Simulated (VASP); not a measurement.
Write the native input for VASP 6.6.1 that does the following.

```yaml
Task: single point
Functional: PBE
Potentials_or_basis: VASP PAW PBE potentials, release 64 (Zn, F)
Cutoff: 520 eV
k_mesh: 4 × 4 × 4
Occupations: gaussian, width 0.05 eV
Spin: no spin polarisation
Dipole_correction: no
Further_INCAR_settings: ALGO = Normal; EDIFF = 1e-06; NBANDS = 115
```

The structure of Zn7F16 (a cell with a defect) lies in POSCAR:

```
Zn7F16
1.0
    4.8002511520     -4.8002511520      0.0000000000
   -4.8002511520     -4.8002511520      0.0000000000
    0.0000000000      4.8002511520     -6.3503954162
Zn F
7 16
Direct
    0.0082689711      1.0082689711      0.0165379422
    0.7500000000      0.7500000000      0.5000000000
    0.4917310289      0.4917310289     -0.0165379422
    0.6227602510      0.1227602510      0.2455205019
    0.3707071743      0.8707071743      0.7414143487
    0.1292928257      0.6292928257      0.2585856513
    0.8772397490      0.3772397490      0.7544794981
    0.7500000000      0.4440828957      0.5000000000
    0.4921446695      0.1881299947     -0.0157106611
    0.2500000000      0.9343430095      0.5000000000
    0.0078553305      0.7038406558      0.0157106611
    0.3282462601      0.1104108780      0.2208217560
    0.0669764267      0.8782274694      0.7564549387
    0.8105214880      0.6217725306      0.2435450613
    0.6074245042      0.3895891220      0.7791782440
    0.7500000000      0.0559171043      0.5000000000
    0.4921446695      0.7961593442     -0.0157106611
    0.2500000000      0.5656569905      0.5000000000
    0.0078553305      0.3118700053      0.0157106611
    0.8925754958      0.1104108780      0.2208217560
    0.6894785120      0.8782274694      0.7564549387
    0.4330235733      0.6217725306      0.2435450613
    0.1717537399      0.3895891220      0.7791782440
```

This cell differs from its parent crystal: atoms taken out, then relaxed in part.

One way to write it, as run:

INCAR

```
SYSTEM = Zn7F16
PREC     = Accurate       ! precision mode
ENCUT    = 520            ! plane-wave cutoff, eV
EDIFF    = 1E-6           ! SCF threshold, eV
ISMEAR   = 0              ! smearing method
SIGMA    = 0.05           ! smearing width, eV
LREAL    = .False.        ! projectors in reciprocal space
LASPH    = .True.         ! aspherical terms in the spheres
NELM     = 120            ! most SCF steps
ALGO     = Normal         ! electronic algorithm
ISIF     = 2              ! what is computed and relaxed
LWAVE    = .False.        ! write WAVECAR
LCHARG   = .False.        ! write CHGCAR
GGA      = PE             ! functional
NBANDS   = 115            ! bands
GGA_COMPAT= .False.
```

KPOINTS

```
Automatic mesh
0
Gamma
  4 4 4
  0 0 0
```

Potentials or basis: VASP PAW PBE potentials, release 64 (Zn, F).

Launch:

```sh
$ cat potpaw_PBE.64/Zn/POTCAR potpaw_PBE.64/F/POTCAR > POTCAR
$ mpirun -np 1 vasp_std > vasp.out
```

Results of the run:

| Property | Result |
| --- | --- |
| Pressure | -0.7 GPa |
| Largest force | 0.096 eV/Å |
| Band gap on the k mesh | zero (bands 98 and 99 overlap by 0.17 eV) |

Caveat: the cell differs from its parent crystal (atoms taken out, then relaxed in part).

Wall time 12 min on 1 thread of Intel(R) Xeon(R) 6975P-C (Granite Rapids), with other jobs on the host, peak memory 0.61 GiB.
